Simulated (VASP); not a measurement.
# MgI2 (P-3m1) in VASP: further runs

MgI2 is run at these levels: LDA; tasks: single point.

Program: VASP 6.6.1. These are calculated values, not measurements. Logs are shortened: lines on timing, memory, paths and dates and some standing lists are left out, and cuts for length are marked.

**1. The cell of the first run**

The structure is trigonal, space group P-3m1 (No. 164). Conventional cell: a = 4.004 Å, b = 4.004 Å, c = 6.567 Å, α = 90.00°, β = 90.00°, γ = 120.00°. Mg (site symmetry -3m) has 6 I at 2.83 Å within 3.7 Å. I (site symmetry 3m) has 3 Mg at 2.83 Å within 3.7 Å.

**2. Single point, LDA**

Input file INCAR:

```
SYSTEM = MgI2
ALGO = Normal
EDIFF = 1E-6
ENCUT = 520
GGA = CA
ISIF = 2
ISMEAR = 0
LASPH = .TRUE.
LCHARG = .FALSE.
LREAL = .FALSE.
LWAVE = .FALSE.
NBANDS = 15
NELM = 100
PREC = Accurate
SIGMA = 0.05
```

Input file KPOINTS:

```
k-points
0
G
  6 6 4
  0 0 0
```

Input file POSCAR:

```
MgI2
1.0
    4.0036596225      0.0000000000      0.0000000000
   -2.0018298112      3.4672709412      0.0000000000
    0.0000000000      0.0000000000      6.5674753639
Mg I
1 2
Direct
    0.0000000000      0.0000000000      0.0000000000
    0.3333333333      0.6666666667      0.7523486881
    0.6666666667      0.3333333333      0.2476513119
```

Potentials or basis: VASP PAW LDA potentials, release 64 (Mg, I).

Started as:

```console
> cat potpaw_LDA.64/Mg/POTCAR potpaw_LDA.64/I/POTCAR > POTCAR
> mpirun -np 1 vasp_std > vasp.out
```

OUTCAR:

```text
SYSTEM = MgI2
   EDIFF = 1E-6
   ENCUT = 520
   GGA = CA
   ISIF = 2
   ISMEAR = 0
   LASPH = .TRUE.
   LREAL = .FALSE.
   NELM = 100
   PREC = Accurate

 ion  position               nearest neighbor table
   1  0.000  0.000  0.000-   2 2.83   3 2.83   2 2.83   3 2.83   3 2.83   2 2.83
   2  0.333  0.667  0.752-   1 2.83   1 2.83   1 2.83
   3  0.667  0.333  0.248-   1 2.83   1 2.83   1 2.83

  LATTYP: Found a hexagonal cell.
 ALAT       =     4.0036596225
 C/A-ratio  =     1.6403680590

  Lattice vectors:

 A1 = (   4.0036596225,   0.0000000000,   0.0000000000)
 A2 = (  -2.0018298112,   3.4672709412,   0.0000000000)
 A3 = (   0.0000000000,   0.0000000000,   6.5674753639)

Analysis of symmetry for initial positions (statically):
=====================================================================
 Subroutine PRICEL returns:
 Original cell was already a primitive cell.

 Routine SETGRP: Setting up the symmetry group for a
 hexagonal supercell.

 Subroutine GETGRP returns: Found 12 space group operations
 (whereof 12 operations were pure point group operations)
 out of a pool of 24 trial point group operations.

The static configuration has the point symmetry D_3d.

Analysis of symmetry for dynamics (positions and initial velocities):
=====================================================================
 Subroutine PRICEL returns:
 Original cell was already a primitive cell.

 Routine SETGRP: Setting up the symmetry group for a
 hexagonal supercell.

 Subroutine GETGRP returns: Found 12 space group operations
 (whereof 12 operations were pure point group operations)
 out of a pool of 24 trial point group operations.

The dynamic configuration has the point symmetry D_3d.

 Subroutine INISYM returns: Found 12 space group operations
 (whereof 12 operations are pure point group operations),
 and found     1 'primitive' translations

----------------------------------------------------------------------------------------

                                     Primitive cell

  volume of cell :      91.1682

  direct lattice vectors                    reciprocal lattice vectors
     4.003659622  0.000000000  0.000000000     0.249771483  0.144205633  0.000000000
    -2.001829811  3.467270941  0.000000000     0.000000000  0.288411266  0.000000000
     0.000000000  0.000000000  6.567475364     0.000000000  0.000000000  0.152265512

  length of vectors
     4.003659622  4.003659622  6.567475364     0.288411266  0.288411266  0.152265512

  position of ions in fractional coordinates (direct lattice)
     0.000000000  0.000000000  0.000000000
     0.333333333  0.666666667  0.752348688
     0.666666667  0.333333333  0.247651312

  ion indices of the primitive-cell ions
   primitive index   ion index
                 1           1
                 2           2
                 3           3

----------------------------------------------------------------------------------------

 KPOINTS: k-points

Automatic generation of k-mesh.
 Grid dimensions read from file:
 generate k-points for:    6    6    4

 Generating k-lattice:

  Cartesian coordinates                     Fractional coordinates (reciprocal lattice)
     0.041628580  0.024034272  0.000000000     0.166666667  0.000000000  0.000000000
     0.000000000  0.048068544  0.000000000     0.000000000  0.166666667  0.000000000
     0.000000000  0.000000000  0.038066378     0.000000000  0.000000000  0.250000000

  Length of vectors
     0.048068544  0.048068544  0.038066378

  Shift w.r.t. Gamma in fractional coordinates (k-lattice)
     0.000000000  0.000000000  0.000000000

 Subroutine IBZKPT returns following result:
 ===========================================

 Found     24 irreducible k-points:

 Following reciprocal coordinates:
            Coordinates               Weight
  0.000000  0.000000  0.000000      1.000000
  0.166667  0.000000  0.000000      6.000000
  0.333333  0.000000  0.000000      6.000000
  0.500000  0.000000  0.000000      3.000000
  0.166667  0.166667  0.000000      6.000000
  0.333333  0.166667  0.000000     12.000000
[... 16 lines left out ...]
  0.333333  0.166667  0.500000     12.000000
  0.333333  0.333333  0.500000      2.000000
   k-points           NKPTS =     24   k-points in BZ     NKDIM =     24   number of bands    NBANDS=     15
   number of dos      NEDOS =    301   number of ions     NIONS =      3
   total plane-waves  NPLWV =  45000
   dimension x,y,z NGX =    30 NGY =   30 NGZ =   50
   dimension x,y,z NGXF=    60 NGYF=   60 NGZF=  100
   ions per type =               1   2
   NGX,Y,Z   is equivalent  to a cutoff of  12.46, 12.46, 12.66 a.u.
   NGXF,Y,Z  is equivalent  to a cutoff of  24.91, 24.91, 25.31 a.u.
 SYSTEM =  MgI2
   PREC   = accura    normal or accurate (medium, high low for compatibility)
   ISTART =      0    job   : 0-new  1-cont  2-samecut
   ICHARG =      2    charge: 1-file 2-atom 10-const
   ISPIN  =      1    spin polarized calculation?
   LNONCOLLINEAR =      F non collinear calculations
   LSORBIT =      F    spin-orbit coupling
   LASPH  =      T    aspherical Exc in radial PAW
   ENCUT  =  520.0 eV  38.22 Ry    6.18 a.u.   7.44  7.44 12.21*2*pi/ulx,y,z
   NELM   =    100;   NELMIN=  2; NELMDL= -5     # of ELM steps
   EDIFF  = 0.1E-05   stopping-criterion for ELM
   LREAL  =      F    real-space projection
   EDIFFG = 0.1E-04   stopping-criterion for IOM
   NSW    =      0    number of steps for IOM
   IBRION =     -1    ionic relax: 0-MD 1-quasi-New 2-CG
   NFREE  =      0    steps in history (QN), initial steepest desc. (CG)
   ISIF   =      2    stress and relaxation
   ISYM   =      2    0-nonsym 1-usesym 2-fastsym
   POTIM  = 0.5000    time-step for ionic-motion
   TEBEG  =    0.0;   TEEND  =   0.0 temperature during run
   PSTRESS=    0.0 pullay stress
   NELECT =      16.0000    total number of electrons
   NUPDOWN=      -1.0000    fix difference up-down
   EMIN   =  10.00;   EMAX   =-10.00  energy-range for DOS
   EFERMI =   0.00;   METHOD = LEGACY
   ISMEAR =     0;   SIGMA  =   0.05  broadening in eV -4-tet -1-fermi 0-gaus
   EFERMI_NEDOS =   21; number of points for ismear=-14 and -15
   IALGO  =     38    algorithm
   IMIX   =      4    mixing-type and parameters
     AMIX     =   0.40;   BMIX     =  1.00
     AMIX_MAG =   1.60;   BMIX_MAG =  1.00
  volume/ion in A,a.u.               =      30.39       205.08
  Fermi-wavevector in a.u.,A,eV,Ry     =   0.916573  1.732072 11.430335  0.840106
  Thomas-Fermi vector in A             =   2.041444
   LORBIT       =      0    0 simple, 1 ext, 2 COOP (PROOUT), +10 PAW based schemes
   GGA     = CA    functional components
   LHFCALC =     F    Hartree Fock is set to
   AEXX    =    0.0000 exact exchange contribution
   IVDW    =     0    specifies the selected vdW correction
   LEPSILON=     F    determine dielectric tensor
   LRPA    =     F    only Hartree local field effects (RPA)
 non-spin polarized calculation
 Gauss-broadening in eV      SIGMA  =   0.05
  energy-cutoff  :      520.00
  volume of cell :       91.17
 maximum number of plane-waves:      2491
 NGX is ok and might be reduce to    30
   NGX = 15   NGY = 15   NGZ = 25

 number of electron      16.0000000 magnetization

 Free energy of the ion-electron system (eV)
  ---------------------------------------------------
  ext. energy  EPLUGINS =         0.00000000
  ---------------------------------------------------
  free energy    TOTEN  =        -9.06551024 eV

  energy without entropy =       -9.06551024  energy(sigma->0) =       -9.06551024

 E-fermi :   3.6341     XC(G=0):  -9.0480

 val. band max:        3.4028828419   @ k =   0.0000   0.0000   0.0000
 cond. band min:       6.7338612970   @ k =   0.5000   0.0000   0.2500
 fundamental gap:      3.3309784552
 Fermi energy:         3.6340543168

 k-point     1 :       0.0000    0.0000    0.0000
  band No.  band energies     occupation
      1      -9.3276      2.00000
      2      -8.3765      2.00000
      3      -0.8731      2.00000
      4       2.7987      2.00000
      5       2.7987      2.00000
      6       3.2887      2.00000
      7       3.2887      2.00000
      8       3.4029      2.00000
      9       7.2465      0.00000
     10       7.9730      0.00000
     11      10.0612      0.00000
     12      10.0612      0.00000
     13      10.6437      0.00000
     14      11.4377      0.00000
     15      11.4377      0.00000

 k-point     2 :       0.1667    0.0000    0.0000
  band No.  band energies     occupation
      1      -9.1474      2.00000
      2      -8.2819      2.00000
      3      -0.6292      2.00000
      4       1.6021      2.00000
      5       2.2340      2.00000
      6       2.4225      2.00000
      7       3.2161      2.00000
      8       3.2603      2.00000
      9       8.1960      0.00000
     10       8.6530      0.00000
     11       9.5775      0.00000
     12      10.4212      0.00000
     13      10.4709      0.00000
     14      11.1503      0.00000
     15      11.8089      0.00000

 k-point     3 :       0.3333    0.0000    0.0000
  band No.  band energies     occupation
      1      -8.7060      2.00000
      2      -8.1147      2.00000
      3      -0.3000      2.00000
      4       0.2139      2.00000
      5       0.9030      2.00000
      6       1.8988      2.00000
      7       2.7273      2.00000
      8       2.9494      2.00000
      9       7.2989      0.00000
     10       8.7351      0.00000
     11       8.9742      0.00000
     12      10.3813      0.00000
     13      11.1278      0.00000
     14      12.2048      0.00000
     15      12.5724      0.00000
[... 343 lines left out ...]
 k-point    23 :       0.3333    0.1667    0.5000
  band No.  band energies     occupation
      1      -8.3024      2.00000
      2      -8.1811      2.00000
      3      -0.6507      2.00000
      4      -0.2351      2.00000
      5       1.0287      2.00000
      6       1.4316      2.00000
      7       2.5046      2.00000
      8       2.6094      2.00000
      9       7.6978      0.00000
     10       8.6480      0.00000
     11       9.4105      0.00000
     12      10.1470      0.00000
     13      10.4516      0.00000
     14      11.3574      0.00000
     15      12.6687      0.00000

 k-point    24 :       0.3333    0.3333    0.5000
  band No.  band energies     occupation
      1      -8.1465      2.00000
      2      -8.1465      2.00000
      3      -0.2971      2.00000
      4      -0.0122      2.00000
      5      -0.0122      2.00000
      6       0.6081      2.00000
      7       2.6984      2.00000
      8       2.6984      2.00000
      9       8.3905      0.00000
     10       8.8396      0.00000
     11       8.8396      0.00000
     12      10.3073      0.00000
     13      11.8858      0.00000
     14      12.0043      0.00000
     15      12.2304      0.00000

------------------------ aborting loop because EDIFF is reached ----------------------------------------

  FORCE on cell =-STRESS in cart. coord.  units (eV):
  Direction    XX          YY          ZZ          XY          YZ          ZX
  --------------------------------------------------------------------------------------
  -------------------------------------------------------------------------------------
  Total        1.1777142      1.1777142      1.1587731      0.0000000      0.0000000      0.0000000
  in kB       20.6969865     20.6969865     20.3641173      0.0000000      0.0000000      0.0000000
  external PRESSURE =      20.5860301 kB  Pullay stress =       0.0000000 kB

 VOLUME and BASIS-vectors are now :
 -----------------------------------------------------------------------------
  energy-cutoff  :      520.00
  volume of cell :       91.17
      direct lattice vectors                 reciprocal lattice vectors
     4.003659622  0.000000000  0.000000000     0.249771483  0.144205633  0.000000000
    -2.001829811  3.467270941  0.000000000     0.000000000  0.288411266  0.000000000
     0.000000000  0.000000000  6.567475364     0.000000000  0.000000000  0.152265512

 POSITION                                       TOTAL-FORCE (eV/Angst)
 -----------------------------------------------------------------------------------
      0.00000      0.00000      0.00000        -0.000000      0.000000      0.000000
     -0.00000      2.31151      4.94103         0.000000      0.000000     -0.279538
      2.00183      1.15576      1.62644        -0.000000      0.000000      0.279538
 -----------------------------------------------------------------------------------
    total drift:                               -0.000000      0.000000     -0.000000

  FREE ENERGIE OF THE ION-ELECTRON SYSTEM (eV)
  ---------------------------------------------------
  free  energy   TOTEN  =        -9.0655102431 eV

  energy  without entropy=       -9.0655102431  energy(sigma->0) =       -9.06551024
```

Run time: 18 s. Hardware: 1 thread of Intel Xeon Platinum 8488C (Sapphire Rapids), shared host; peak memory 0.18 GiB.

Results:

```
Free energy            : -9.0655 eV
Pressure               : 2.1 GPa
Largest force          : 0.280 eV/Å
Band gap on the k mesh : 3.33 eV, indirect (least direct gap 3.84 eV)
```

Forces in eV/Å, atoms in the order of the input:
```
Mg   0.000  0.000  0.000
I    0.000  0.000 -0.280
I    0.000  0.000  0.280
```

Caveat: spin-orbit coupling is left out, which moves the levels of the heavy elements. A k mesh can miss the band edges.

**3. Single point, LDA**

This run uses another cell than the first one, of 31.25 Å³/atom, 1.028 times its volume.

Input file INCAR:

```
SYSTEM = MgI2
PREC = Accurate
ENCUT = 520
EDIFF = 1E-6
ISMEAR = 0
SIGMA = 0.05
LREAL = .FALSE.
LASPH = .TRUE.
NELM = 100
ALGO = Normal
ISIF = 2
LWAVE = .FALSE.
LCHARG = .TRUE.
GGA = CA
LELF = .TRUE.
LVHAR = .TRUE.
NBANDS = 15
```

Input file KPOINTS:

```
regular mesh
0
G
  6 6 4
  0 0 0
```

Input file POSCAR:

```
MgI2
1.0
    4.0409034065      0.0000000000      0.0000000000
   -2.0204517033      3.4995250043      0.0000000000
    0.0000000000      0.0000000000      6.6285688777
Mg I
1 2
Direct
    0.0000000000      0.0000000000      0.0000000000
    0.3333333333      0.6666666667      0.7448732377
    0.6666666667      0.3333333333      0.2551267623
```

Potentials or basis: VASP PAW LDA potentials, release 64 (Mg, I).

Started as:

```console
> cat potpaw_LDA.64/Mg/POTCAR potpaw_LDA.64/I/POTCAR > POTCAR
> mpirun -np 1 vasp_std > vasp.out
```

Run time: 21 s. Hardware: 1 thread of Intel Xeon Platinum 8488C (Sapphire Rapids), shared host; peak memory 0.18 GiB.

Results (log left out):

```
Free energy            : -9.0868 eV
Pressure               : 0.1 GPa
Largest force          : 0.173 eV/Å
Band gap on the k mesh : 3.30 eV, indirect (least direct gap 3.62 eV)
```

Forces in eV/Å, atoms in the order of the input:
```
Mg   0.000  0.000  0.000
I    0.000  0.000  0.173
I    0.000  0.000 -0.173
```

Stress tensor (GPa, compression positive):
```
 0.28  0.00  0.00
 0.00  0.28  0.00
 0.00  0.00 -0.37
```

Levels at points of the mesh, in eV from the valence-band top:
```
           k point  band 6  band 7  band 8  band 9  band 10  band 11
(0.00, 0.00, 0.00)   -0.04   -0.04    0.00    3.62     4.64     6.73
(0.50, 0.00, 0.00)   -1.55   -1.24   -0.51    3.50     5.03     5.09
(0.00, 0.00, 0.50)   -0.32   -0.22   -0.22    4.78     4.79     6.47
(0.50, 0.00, 0.50)   -1.25   -1.05   -0.92    3.34     4.77     5.35
```

Caveat: spin-orbit coupling is left out, which moves the levels of the heavy elements. A k mesh can miss the band edges.
